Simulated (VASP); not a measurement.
# Sc5Al (P-3m1) in VASP: further runs

The runs below take Sc5Al through single point, with PBE.

Program: VASP 6.6.1. These are calculated values, not measurements. Logs are shortened: lines on timing, memory, paths and dates and some standing lists are left out, and cuts for length are marked.

### Step 1. The cell of the first run

Symmetry: P-3m1, No. 164, trigonal system. The conventional cell has a = 2.941 Å, b = 2.941 Å, c = 14.406 Å, α = 90.00°, β = 90.00°, γ = 120.00°. Within 3.9 Å of Sc (site symmetry -3m) lie 12 Sc at 2.94 Å. Sc (site symmetry 3m) has 12 Sc at 2.94 Å within 3.9 Å. Within 3.9 Å of Sc (site symmetry 3m) lie 9 Sc at 2.94 Å and 3 Al at 2.94 Å. Al (site symmetry -3m) has 6 Al at 2.94 Å and 6 Sc at 2.94 Å within 3.9 Å.

### Step 2. Single point, PBE

Input file INCAR:

```
SYSTEM = Sc5Al
PREC = Accurate
ENCUT = 520
EDIFF = 1E-6
ISMEAR = 0
SIGMA = 0.1
LREAL = .FALSE.
LASPH = .TRUE.
NELM = 80
ALGO = Normal
ISIF = 2
LWAVE = .FALSE.
LCHARG = .FALSE.
GGA = PE
NBANDS = 38
```

Input file KPOINTS:

```
regular mesh
0
G
  6 6 2
  0 0 0
```

Input file POSCAR:

```
Sc5Al
1.0
    2.9406800300      0.0000000000      0.0000000000
   -1.4703400200      2.5467036100      0.0000000000
    0.0000000000      0.0000000000     14.4063311400
Sc Al
5 1
Direct
    0.0000000000      0.0000000000      0.0000000000
    0.3333333300      0.6666666700      0.8333333300
    0.6666666700      0.3333333300      0.6666666700
    0.3333333300      0.6666666700      0.3333333300
    0.6666666700      0.3333333300      0.1666666700
    0.0000000000      0.0000000000      0.5000000000
```

Potentials or basis: VASP PAW PBE potentials, release 64 (Sc_sv, Al).

Launch:

```bash
$ cat potpaw_PBE.64/Sc_sv/POTCAR potpaw_PBE.64/Al/POTCAR > POTCAR
$ mpirun -np 1 vasp_std > vasp.out
```

OUTCAR:

```text
SYSTEM = Sc5Al
   PREC = Accurate
   ENCUT = 520
   EDIFF = 1E-6
   ISMEAR = 0
   LREAL = .FALSE.
   LASPH = .TRUE.
   NELM = 80
   ISIF = 2
   GGA = PE

 ion  position               nearest neighbor table
   1  0.000  0.000  0.000-   2 2.94   5 2.94   5 2.94   2 2.94   5 2.94   2 2.94
   2  0.333  0.667  0.833-   3 2.94   3 2.94   3 2.94   1 2.94   1 2.94   1 2.94
   3  0.667  0.333  0.667-   2 2.94   2 2.94   2 2.94   6 2.94   6 2.94   6 2.94
   4  0.333  0.667  0.333-   5 2.94   5 2.94   5 2.94   6 2.94   6 2.94   6 2.94
   5  0.667  0.333  0.167-   4 2.94   4 2.94   4 2.94   1 2.94   1 2.94   1 2.94
   6  0.000  0.000  0.500-   3 2.94   4 2.94   3 2.94   4 2.94   3 2.94   4 2.94

  LATTYP: Found a hexagonal cell.
 ALAT       =     2.9406800300
 C/A-ratio  =     4.8989794854

  Lattice vectors:

 A1 = (   2.9406800300,   0.0000000000,   0.0000000000)
 A2 = (  -1.4703400200,   2.5467036100,   0.0000000000)
 A3 = (   0.0000000000,   0.0000000000,  14.4063311400)

Analysis of symmetry for initial positions (statically):
=====================================================================
 Subroutine PRICEL returns:
 Original cell was already a primitive cell.

 Routine SETGRP: Setting up the symmetry group for a
 hexagonal supercell.

 Subroutine GETGRP returns: Found 12 space group operations
 (whereof 12 operations were pure point group operations)
 out of a pool of 24 trial point group operations.

The static configuration has the point symmetry D_3d.

Analysis of symmetry for dynamics (positions and initial velocities):
=====================================================================
 Subroutine PRICEL returns:
 Original cell was already a primitive cell.

 Routine SETGRP: Setting up the symmetry group for a
 hexagonal supercell.

 Subroutine GETGRP returns: Found 12 space group operations
 (whereof 12 operations were pure point group operations)
 out of a pool of 24 trial point group operations.

The dynamic configuration has the point symmetry D_3d.

 Subroutine INISYM returns: Found 12 space group operations
 (whereof 12 operations are pure point group operations),
 and found     1 'primitive' translations

----------------------------------------------------------------------------------------

                                     Primitive cell

  volume of cell :     107.8896

  direct lattice vectors                    reciprocal lattice vectors
     2.940680030  0.000000000  0.000000000     0.340057398  0.196332231  0.000000000
    -1.470340020  2.546703610  0.000000000     0.000000000  0.392664461  0.000000000
     0.000000000  0.000000000 14.406331140     0.000000000  0.000000000  0.069413926

  length of vectors
     2.940680030  2.940680032 14.406331140     0.392664461  0.392664461  0.069413926

  position of ions in fractional coordinates (direct lattice)
     0.000000000  0.000000000  0.000000000
     0.333333330  0.666666670  0.833333330
     0.666666670  0.333333330  0.666666670
     0.333333330  0.666666670  0.333333330
     0.666666670  0.333333330  0.166666670
     0.000000000  0.000000000  0.500000000

  ion indices of the primitive-cell ions
   primitive index   ion index
                 1           1
                 2           2
                 3           3
                 4           4
                 5           5
                 6           6

----------------------------------------------------------------------------------------

 KPOINTS: regular mesh

Automatic generation of k-mesh.
 Grid dimensions read from file:
 generate k-points for:    6    6    2

 Generating k-lattice:

  Cartesian coordinates                     Fractional coordinates (reciprocal lattice)
     0.056676233  0.032722039  0.000000000     0.166666667  0.000000000  0.000000000
     0.000000000  0.065444077  0.000000000     0.000000000  0.166666667  0.000000000
     0.000000000  0.000000000  0.034706963     0.000000000  0.000000000  0.500000000

  Length of vectors
     0.065444077  0.065444077  0.034706963

  Shift w.r.t. Gamma in fractional coordinates (k-lattice)
     0.000000000  0.000000000  0.000000000

 Subroutine IBZKPT returns following result:
 ===========================================

 Found     14 irreducible k-points:

 Following reciprocal coordinates:
            Coordinates               Weight
  0.000000  0.000000  0.000000      1.000000
  0.166667 -0.000000  0.000000      6.000000
  0.333333 -0.000000  0.000000      6.000000
  0.500000 -0.000000  0.000000      3.000000
  0.166667  0.166667  0.000000      6.000000
  0.333333  0.166667  0.000000     12.000000
  0.333333  0.333333  0.000000      2.000000
  0.000000  0.000000  0.500000      1.000000
  0.166667 -0.000000  0.500000      6.000000
  0.333333 -0.000000  0.500000      6.000000
  0.500000 -0.000000  0.500000      3.000000
  0.166667  0.166667  0.500000      6.000000
  0.333333  0.166667  0.500000     12.000000
  0.333333  0.333333  0.500000      2.000000
   k-points           NKPTS =     14   k-points in BZ     NKDIM =     14   number of bands    NBANDS=     38
   number of dos      NEDOS =    301   number of ions     NIONS =      6
   total plane-waves  NPLWV =  62208
   dimension x,y,z NGX =    24 NGY =   24 NGZ =  108
   dimension x,y,z NGXF=    48 NGYF=   48 NGZF=  216
   ions per type =               5   1
   NGX,Y,Z   is equivalent  to a cutoff of  13.57, 13.57, 12.46 a.u.
   NGXF,Y,Z  is equivalent  to a cutoff of  27.14, 27.14, 24.93 a.u.
 SYSTEM =  Sc5Al
   PREC   = accura    normal or accurate (medium, high low for compatibility)
   ISTART =      0    job   : 0-new  1-cont  2-samecut
   ICHARG =      2    charge: 1-file 2-atom 10-const
   ISPIN  =      1    spin polarized calculation?
   LNONCOLLINEAR =      F non collinear calculations
   LSORBIT =      F    spin-orbit coupling
   LASPH  =      T    aspherical Exc in radial PAW
   ENCUT  =  520.0 eV  38.22 Ry    6.18 a.u.   5.47  5.47 26.79*2*pi/ulx,y,z
   NELM   =     80;   NELMIN=  2; NELMDL= -5     # of ELM steps
   EDIFF  = 0.1E-05   stopping-criterion for ELM
   LREAL  =      F    real-space projection
   EDIFFG = 0.1E-04   stopping-criterion for IOM
   NSW    =      0    number of steps for IOM
   IBRION =     -1    ionic relax: 0-MD 1-quasi-New 2-CG
   NFREE  =      0    steps in history (QN), initial steepest desc. (CG)
   ISIF   =      2    stress and relaxation
   ISYM   =      2    0-nonsym 1-usesym 2-fastsym
   POTIM  = 0.5000    time-step for ionic-motion
   TEBEG  =    0.0;   TEEND  =   0.0 temperature during run
   PSTRESS=    0.0 pullay stress
   NELECT =      58.0000    total number of electrons
   NUPDOWN=      -1.0000    fix difference up-down
   EMIN   =  10.00;   EMAX   =-10.00  energy-range for DOS
   EFERMI =   0.00;   METHOD = LEGACY
   ISMEAR =     0;   SIGMA  =   0.10  broadening in eV -4-tet -1-fermi 0-gaus
   EFERMI_NEDOS =   21; number of points for ismear=-14 and -15
   IALGO  =     38    algorithm
   IMIX   =      4    mixing-type and parameters
     AMIX     =   0.40;   BMIX     =  1.00
     AMIX_MAG =   1.60;   BMIX_MAG =  1.00
  volume/ion in A,a.u.               =      17.98       121.35
  Fermi-wavevector in a.u.,A,eV,Ry     =   1.331142  2.515493 24.108685  1.771938
  Thomas-Fermi vector in A             =   2.460175
   LORBIT       =      0    0 simple, 1 ext, 2 COOP (PROOUT), +10 PAW based schemes
   GGA     = PE    functional components
   LHFCALC =     F    Hartree Fock is set to
   AEXX    =    0.0000 exact exchange contribution
   IVDW    =     0    specifies the selected vdW correction
   LEPSILON=     F    determine dielectric tensor
   LRPA    =     F    only Hartree local field effects (RPA)
 non-spin polarized calculation
 Gauss-broadening in eV      SIGMA  =   0.10
  energy-cutoff  :      520.00
  volume of cell :      107.89
 maximum number of plane-waves:      2969
 NGX is ok and might be reduce to    24
   NGX = 11   NGY = 11   NGZ = 53

 number of electron      58.0000020 magnetization

 Free energy of the ion-electron system (eV)
  ---------------------------------------------------
  ext. energy  EPLUGINS =         0.00000000
  ---------------------------------------------------
  free energy    TOTEN  =       -33.34629638 eV

  energy without entropy =      -33.32059536  energy(sigma->0) =      -33.33344587

 E-fermi :   5.9901     XC(G=0): -10.9986

 val. band max:        5.9370877334   @ k =   0.5000  -0.0000   0.0000
 cond. band min:       6.0500378719   @ k =   0.3333   0.3333   0.0000
 fundamental gap:      0.1129501385
 Fermi energy:         5.9901294055

 k-point     1 :       0.0000    0.0000    0.0000
  band No.  band energies     occupation
      1     -42.8106      2.00000
      2     -42.8089      2.00000
      3     -42.6795      2.00000
      4     -42.5420      2.00000
      5     -42.5004      2.00000
      6     -21.8427      2.00000
[... 30 lines left out ...]
     37       8.0463      0.00000
     38       8.2107      0.00000

 k-point     2 :       0.1667   -0.0000    0.0000
  band No.  band energies     occupation
      1     -42.7723      2.00000
      2     -42.7713      2.00000
      3     -42.6379      2.00000
      4     -42.5087      2.00000
      5     -42.4738      2.00000
      6     -21.7618      2.00000
[... 30 lines left out ...]
     37       8.3508      0.00000
     38       8.4558      0.00000

 k-point     3 :       0.3333   -0.0000    0.0000
  band No.  band energies     occupation
      1     -42.6954      2.00000
      2     -42.6952      2.00000
      3     -42.5499      2.00000
      4     -42.4413      2.00000
      5     -42.4233      2.00000
      6     -21.7280      2.00000
[... 30 lines left out ...]
     37       8.1798      0.00000
[... 371 lines left out ...]
 k-point    13 :       0.3333    0.1667    0.5000
  band No.  band energies     occupation
      1     -42.6568      2.00000
      2     -42.6568      2.00000
      3     -42.5026      2.00000
      4     -42.4073      2.00000
      5     -42.4005      2.00000
      6     -21.8070      2.00000
[... 30 lines left out ...]
     37       7.6389      0.00000
     38       8.0153      0.00000

 k-point    14 :       0.3333    0.3333    0.5000
  band No.  band energies     occupation
      1     -42.6376      2.00000
      2     -42.6376      2.00000
      3     -42.4777      2.00000
      4     -42.3903      2.00000
      5     -42.3903      2.00000
      6     -21.6677      2.00000
[... 30 lines left out ...]
     37       7.5806      0.00000
     38       7.5806      0.00000

------------------------ aborting loop because EDIFF is reached ----------------------------------------

  FORCE on cell =-STRESS in cart. coord.  units (eV):
  Direction    XX          YY          ZZ          XY          YZ          ZX
  --------------------------------------------------------------------------------------
  -------------------------------------------------------------------------------------
  Total       14.7747973     14.7747973     13.5719172     -0.0000000      0.0000000      0.0000000
  in kB      219.4080433    219.4080432    201.5450862     -0.0000004      0.0000000      0.0000000
  external PRESSURE =     213.4537242 kB  Pullay stress =       0.0000000 kB

 VOLUME and BASIS-vectors are now :
 -----------------------------------------------------------------------------
  energy-cutoff  :      520.00
  volume of cell :      107.89
      direct lattice vectors                 reciprocal lattice vectors
     2.940680030  0.000000000  0.000000000     0.340057398  0.196332231  0.000000000
    -1.470340020  2.546703610  0.000000000     0.000000000  0.392664461  0.000000000
     0.000000000  0.000000000 14.406331140     0.000000000  0.000000000  0.069413926

 POSITION                                       TOTAL-FORCE (eV/Angst)
 -----------------------------------------------------------------------------------
      0.00000      0.00000      0.00000         0.000000      0.000000      0.000000
     -0.00000      1.69780     12.00528        -0.000000      0.000000     -0.034676
      1.47034      0.84890      9.60422        -0.000000     -0.000000     -0.730527
     -0.00000      1.69780      4.80211         0.000000      0.000000      0.730527
      1.47034      0.84890      2.40106         0.000000      0.000000      0.034676
      0.00000      0.00000      7.20317         0.000000      0.000000      0.000000
 -----------------------------------------------------------------------------------
    total drift:                               -0.000000      0.000000     -0.000000

  FREE ENERGIE OF THE ION-ELECTRON SYSTEM (eV)
  ---------------------------------------------------
  free  energy   TOTEN  =       -33.3462963842 eV

  energy  without entropy=      -33.3205953619  energy(sigma->0) =      -33.33344587
```

Wall time 43 s (1 thread of Intel Xeon 6975P-C (Granite Rapids), shared host); peak memory 0.25 GiB.

Results:

- Free energy: -33.3463 eV
- Pressure: 21.3 GPa
- Largest force: 0.731 eV/Å
- Band gap on the k mesh: zero (band 29 reaches 6.93 eV, above the bottom of band 30 at 5.52 eV)

Forces on the atoms (eV/Å):
```
Sc   0.000  0.000  0.000
Sc   0.000  0.000 -0.035
Sc   0.000  0.000 -0.731
Sc   0.000  0.000  0.731
Sc   0.000  0.000  0.035
Al   0.000  0.000  0.000
```

Caveat: the k points lie up to 0.41 Å⁻¹ apart.

### Step 3. Single point, PBE

This run uses another cell than the first one, of 23.25 Å³/atom, 1.293 times its volume.

Input file INCAR:

```
SYSTEM = Sc5Al
ALGO = Normal
EDIFF = 1E-6
ENCUT = 520
GGA = PE
ISIF = 2
ISMEAR = 0
LASPH = .True.
LCHARG = .False.
LREAL = .False.
LWAVE = .False.
NBANDS = 38
NELM = 60
PREC = Accurate
SIGMA = 0.1
```

Input file KPOINTS:

```
k-points
0
Gamma
  6 6 2
  0 0 0
```

Input file POSCAR:

```
Sc5Al
1.0
    3.2321145260      0.0000000032      0.0000000000
   -1.6160572657      2.7990932859      0.0000000000
    0.0000000000      0.0000000000     15.4163964739
Sc Al
5 1
Direct
    0.0000000000      0.0000000000      0.0000000000
    0.3333333333      0.6666666667      0.8273010832
    0.6666666667      0.3333333333      0.6530230306
    0.3333333333      0.6666666667      0.3469769694
    0.6666666667      0.3333333333      0.1726989168
    0.0000000000      0.0000000000      0.5000000000
```

Potentials or basis: VASP PAW PBE potentials, release 64 (Sc_sv, Al).

Launch:

```bash
$ cat potpaw_PBE.64/Sc_sv/POTCAR potpaw_PBE.64/Al/POTCAR > POTCAR
$ mpirun -np 1 vasp_std > vasp.out
```

Run time: 44 s. Hardware: 1 thread of Intel Xeon 6975P-C (Granite Rapids), shared host; peak memory 0.27 GiB.

It converged, with:

| Quantity | Value |
| --- | --- |
| Free energy | -35.2927 eV |
| Pressure | 0.3 GPa |
| Largest force | 0.020 eV/Å |
| Band gap on the k mesh | zero (band 29 reaches 4.86 eV, above the bottom of band 30 at 3.83 eV) |

Forces in eV/Å, atoms in the order of the input:
```
Sc   0.000  0.000  0.000
Sc   0.000  0.000  0.005
Sc   0.000  0.000 -0.020
Sc   0.000  0.000  0.020
Sc   0.000  0.000 -0.005
Al   0.000  0.000  0.000
```

Stress tensor (GPa, compression positive):
```
0.32 0.00 0.00
0.00 0.32 0.00
0.00 0.00 0.16
```

Levels at points of the mesh, in eV from the Fermi level:
```csv
k point,band 26,band 27,band 28,band 29,band 30,band 31,band 32,band 33
"(0.00, 0.00, 0.00)",-1.75,-0.32,0.34,0.54,1.06,1.39,1.55,1.55
"(0.50, 0.00, 0.00)",-1.18,-1.10,-0.58,-0.46,-0.14,0.04,0.36,0.97
"(0.00, 0.00, 0.50)",-2.14,-0.29,0.28,0.66,0.98,1.42,1.54,1.54
"(0.50, 0.00, 0.50)",-1.22,-1.20,-0.57,-0.39,-0.29,0.11,0.38,1.00
```

Caveat: the k points lie up to 0.37 Å⁻¹ apart.

[end of part 1 of 2]
